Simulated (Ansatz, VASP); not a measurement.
GaN: VASP beside Ansatz

```
Ga N
1.0
     3.16987    0.00000    0.00000
    -1.58493    2.74518    0.00000
     0.00000    0.00000    5.18500
Ga N
2 2
Direct
  0.33333 0.66667 0.00049
  0.66667 0.33333 0.50049
  0.33333 0.66667 0.37651
  0.66667 0.33333 0.87651
```

Alike in both runs: task single point; functional r2SCAN; k mesh 8 × 8 × 5; occupations gaussian, width 0.03 eV; no spin polarisation.

|  | VASP | Ansatz |
| --- | --- | --- |
| version | VASP 6.6.1 | Ansatz 0.2.0 |
| potentials or method | VASP PAW PBE potentials, release 64 (Ga_d, N) | scalar-relativistic, plane waves, PAW |
| plane-wave cutoff (eV) | 520 | 500 |
| valence electrons in the cell | 36 | 36 |

```tsv
	VASP	Ansatz	Ansatz less VASP
gap on the k mesh at the Fermi level (eV)	2.38	2.39	+0.008
least direct gap on the mesh (eV)	2.38	2.39	+0.008
```

VASP's potentials were made for PBE, not for r2SCAN. With one functional, cell and mesh, what is left measures potentials, basis and numerics.
